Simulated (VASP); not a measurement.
**TaN: single point with PBE**

The system is TaN.

```
CELL_PARAMETERS angstrom
0.00000 2.19648 2.19648
2.19648 0.00000 2.19648
2.19648 2.19648 0.00000
ATOMIC_POSITIONS crystal
Ta 0.50000 0.50000 0.50000
N 0.00000 0.00000 0.00000
```

```
Program             : VASP 6.6.1
Task                : single point
Functional          : PBE
Potentials or basis : VASP PAW PBE potentials, release 64 (Ta_sv_GW, N)
Cutoff              : 600 eV
k mesh              : 10 × 10 × 10
Occupations         : fermi-dirac, width 0.05 eV
Spin                : no spin polarisation
```

| Item | Value |
| --- | --- |
| Pressure | 5.5 GPa |
| Band gap on the k mesh | zero (band 9 reaches 15.78 eV, above the bottom of band 10 at 11.75 eV) |

Levels at points of the mesh, in eV from the Fermi level:
```csv
k point,band 7,band 8,band 9,band 10,band 11,band 12
"(0.00, 0.00, 0.00)",-3.85,-3.85,-2.14,-2.14,-2.14,0.04
"(0.50, 0.00, 0.00)",-7.62,-7.62,1.89,1.89,1.98,3.78
"(0.50, 0.50, 0.00)",-5.51,-4.66,-4.66,2.11,3.54,3.54
```

Wall time 33 s on 1 thread of AMD EPYC 7R13 Processor (Zen 3) (shared host), peak memory 0.15 GiB.

Caveat: spin-orbit coupling is left out, which moves the levels of the heavy elements.
